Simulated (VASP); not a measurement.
SiC:

```
Si C
1.0
     3.11550    0.00000    0.00000
    -1.55775    2.69810    0.00000
     0.00000    0.00000   15.27047
Si C
6 6
Direct
  0.66667 0.33333 0.45830
  0.33333 0.66667 0.95830
  0.66667 0.33333 0.79170
  0.33333 0.66667 0.29170
  0.00000 0.00000 0.62500
  0.00000 0.00000 0.12500
  0.66667 0.33333 0.33330
  0.33333 0.66667 0.83330
  0.66667 0.33333 0.66670
  0.33333 0.66667 0.16670
  0.00000 0.00000 0.50000
  0.00000 0.00000 0.00000
```

Program: VASP 6.6.1. Alike in all runs: task single point; potentials or basis VASP PAW PBE potentials, release 64 (Si, C); no spin polarisation; cell as given; k mesh 10 × 10 × 2; smearing fermi-dirac 0.05 eV.

Problem. Order these runs on this cell by their pressure, lowest first.
A. level PBE+D4; cutoff (eV) 520
B. level revPBE+D4; cutoff (eV) 520
C. level b88 exchange, pbe correlation; cutoff (eV) 600

Solution. B (-10.2 GPa), A (-7.8 GPa), C (-3.9 GPa).

Caveats: the cell stands under tension; the PAW data sets were made with another functional, which shifts forces and pressure a little (at least some runs).
